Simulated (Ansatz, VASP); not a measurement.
## Ir: VASP beside Ansatz

```
CELL_PARAMETERS angstrom
0.00000 1.96884 1.96884
1.96884 0.00000 1.96884
1.96884 1.96884 0.00000
ATOMIC_POSITIONS crystal
Ir 0.00000 0.00000 0.00000
```

Alike in both runs: functional BLYP; k mesh 14 × 14 × 14; occupations fermi-dirac, width 0.1 eV; no spin polarisation.

Ansatz relaxed the structure, and its values are those at the end. VASP's run is a single point on that final structure, the one shown.

|  | VASP | Ansatz |
| --- | --- | --- |
| version | VASP 6.6.1 | Ansatz 0.2.0 |
| potentials or method | VASP PAW PBE potentials, release 64 (Ir_sv_GW), cutoff 500 eV | plane waves (420 eV) with PAW, scalar-relativistic |
| valence electrons in the cell | 17 | 17 |

Ansatz gave:

- pressure (GPa): 0.0

Problem. Which values does VASP return?

Solution. Pressure (GPa): -1.4.

VASP's potentials were made for PBE, not for BLYP.

Spin-orbit coupling is off throughout.
